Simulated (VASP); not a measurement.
**MgO (Periclase): single point with revPBE**

MgO (Periclase):

```
Mg O
1.0
     0.00000    2.16329    2.16329
     2.16329    0.00000    2.16329
     2.16329    2.16329    0.00000
Mg O
1 1
Direct
  0.00000 0.00000 0.00000
  0.50000 0.50000 0.50000
```

```json
{
  "Program": "VASP 6.6.1",
  "Task": "single point",
  "Functional": "revPBE",
  "Potentials or basis": "VASP PAW PBE potentials, release 64 (Mg, O)",
  "Cutoff": "600 eV",
  "k mesh": "8 × 8 × 8",
  "Occupations": "gaussian, width 0.01 eV",
  "Spin": "no spin polarisation",
  "Dipole correction": "no",
  "Further INCAR settings": "ALGO = Normal; EDIFF = 1e-06; NBANDS = 11"
}
```

The pressure is -4.6 GPa and the band gap on the k mesh is 4.07 eV, direct.

Levels at points of the mesh, in eV from the valence-band top:
```csv
k point,band 1,band 2,band 3,band 4,band 5,band 6,band 7,band 8
"(0.00, 0.00, 0.00)",-16.93,0.00,0.00,0.00,4.07,15.44,15.44,15.44
"(0.50, 0.00, 0.00)",-15.85,-4.24,-0.57,-0.57,7.48,11.81,15.62,15.62
"(0.50, 0.50, 0.00)",-15.63,-3.74,-1.23,-1.23,9.09,9.27,12.35,17.92
```

It took 5.2 s on 1 thread of AMD EPYC 9R45 96-Core Processor (Zen 5), on a shared host, peak memory 0.11 GiB.

Caveat: the PAW data sets were made with another functional, which shifts forces and pressure a little.
